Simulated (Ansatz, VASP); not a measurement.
Cr in VASP and in Ansatz

INCAR

```
ALGO = Normal
EDIFF = 1E-6
ENCUT = 520
GGA = PS
ISIF = 2
ISMEAR = -1
LASPH = T
LCHARG = F
LREAL = F
LWAVE = F
NBANDS = 25
NELM = 80
PREC = Accurate
SIGMA = 0.1
```

Contents of KPOINTS:

```
k-points
0
Gamma
  10 10 16
```

Contents of POSCAR:

```
Cr
1.0
    4.0702432050      0.0000000000      0.0000000000
   -2.0351216025      3.5249340151      0.0000000000
    0.0000000000      0.0000000000      2.1970537059
Cr
3
Direct
    0.0000000000      1.0000000000      0.0000000000
    0.3333333333      0.6666666667      0.5000000000
    0.6666666667      0.3333333333      0.5000000000
```

Input for Ansatz:

```yaml
crystal:
  lattice:
    - [4.070243205, 0.0, 0.0]
    - [-2.0351216025, 3.5249340151, 0.0]
    - [0.0, 0.0, 2.1970537059]
  atoms:
    - { symbol: Cr, position: [0.0, 1.0, 0.0] }
    - { symbol: Cr, position: [0.3333333333, 0.6666666667, 0.5] }
    - { symbol: Cr, position: [0.6666666667, 0.3333333333, 0.5] }
hamiltonian:
  xc: pbesol
  pseudopotentials:
    kind: paw
    azcp:
      Cr: "pseudopotentials/Cr.paw.azcp"
basis:
  ecutwfc: 420
  fft_grid_basis: typed
kpoints:
  mp_grid: { grid: [10, 10, 16], shift: [0, 0, 0] }
magnetization:
  spin_polarized: false
scf:
  occupations: { method: fermi_dirac, width: 0.1 }
  lower_state_search: "off"
output:
  stress: true
```

Alike in both runs: task single point; functional PBEsol; k mesh 10 × 10 × 16; occupations fermi-dirac, width 0.1 eV; no spin polarisation.

```csv
,VASP,Ansatz
version,VASP 6.6.1,Ansatz 0.2.0
potentials or method,"VASP PAW PBE potentials, release 64 (Cr_pv), cutoff 520 eV","plane waves (420 eV) with PAW, scalar-relativistic"
valence electrons in the cell,36,42
```

|  | VASP | Ansatz | Ansatz less VASP |
| --- | --- | --- | --- |
| pressure (GPa) | 25.4 | 25.6 | +0.21 |
| traceless stress, the component that is largest in VASP (GPa) | 1.95 | 1.79 | -0.163 |

VASP's potentials were made for PBE, not for PBEsol, and Ansatz warns of the same on its side. VASP's potentials hold 36 valence electrons a cell and Ansatz's 42, so a difference there can come from the potentials and not from the codes.
